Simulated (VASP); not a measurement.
SiC3, 4 atoms in the cell. It takes space group R3m (No. 160, trigonal). The conventional cell has a = 2.810 Å, b = 2.810 Å, c = 13.940 Å, α = 90.00°, β = 90.00°, γ = 120.00°. C (site symmetry 3m) has 3 C at 1.70 Å and 1 Si at 1.88 Å within 2.3 Å. C (site symmetry 3m) has 1 C at 1.52 Å and 3 Si at 1.78 Å within 2.0 Å. Within 2.0 Å of C (site symmetry 3m) lie 4 C at 1.52 to 1.70 Å. Si (site symmetry 3m) has 4 C at 1.78 to 1.88 Å within 2.4 Å.  This cell differs from its parent crystal: volume changed by -3%.

| Item | Value |
| --- | --- |
| Program | VASP 6.6.1 |
| Task | single point |
| Functional | PBE |
| Potentials or basis | VASP PAW PBE potentials, release 64 (C, Si) |
| Cutoff | 520 eV |
| k mesh | 8 × 8 × 8 |
| Occupations | gaussian, width 0.01 eV |
| Spin | no spin polarisation |
| Dipole correction | no |
| Further INCAR settings | ALGO = Normal; EDIFF = 1e-06; NBANDS = 16 |

Potentials or basis: VASP PAW PBE potentials, release 64 (C, Si).

Run with:

```bash
$ cat potpaw_PBE.64/C/POTCAR potpaw_PBE.64/Si/POTCAR > POTCAR
$ mpirun -np 1 vasp_std > vasp.out
```

Hardware: 1 thread of Intel Xeon 8259CL (shared host).

Q: Estimate the wall time of this run.

A: Wall time 2.2 min on 1 thread of Intel Xeon 8259CL (shared host), peak memory 0.23 GiB. Counts: scf iterations 13, k points 65.
